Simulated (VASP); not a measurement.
Lu:

```xyz
2
Lattice="3.5048 0.0000 0.0000 -1.7524 3.0353 0.0000 0.0000 0.0000 5.4697" Properties=species:S:1:pos:R:3 pbc="T T T"
Lu    0.0000    2.0235    1.3674
Lu    1.7524    1.0118    4.1023
```

Base run:

```yaml
Program: VASP 6.6.1
Functional: r2SCAN
Potentials_or_basis: VASP PAW PBE potentials, release 64 (Lu)
Cutoff: 520 eV
k_mesh: 10 × 10 × 6
Occupations: fermi-dirac, width 1 eV
Spin: no spin polarisation
```

Its results: band gap on the k mesh zero (bands 25 and 26 overlap by 2.01 eV); pressure 4.3 GPa.

Task: After a change of settings the same cell gave: band gap on the k mesh zero (bands 25 and 26 overlap by 2.00 eV); pressure 1.0 GPa. Which change was it?
A. occupations from fermi-dirac, width 1 eV to fermi-dirac, width 0.3 eV
B. occupations from fermi-dirac, width 1 eV to methfessel-paxton, width 0.01 eV
C. occupations from fermi-dirac, width 1 eV to fermi-dirac, width 0.6 eV; further incar settings from ALGO = Normal; EDIFF = 1e-06; NBANDS = 32 to ALGO = Normal; EDIFF = 1e-07; NBANDS = 32

Result: A.

Caveats: so wide a smearing shifts energies and pressures; the PAW data sets were made with another functional, which shifts forces and pressure a little; spin-orbit coupling is left out, which moves the levels of the heavy elements; the cell stands under pressure (at least some runs).
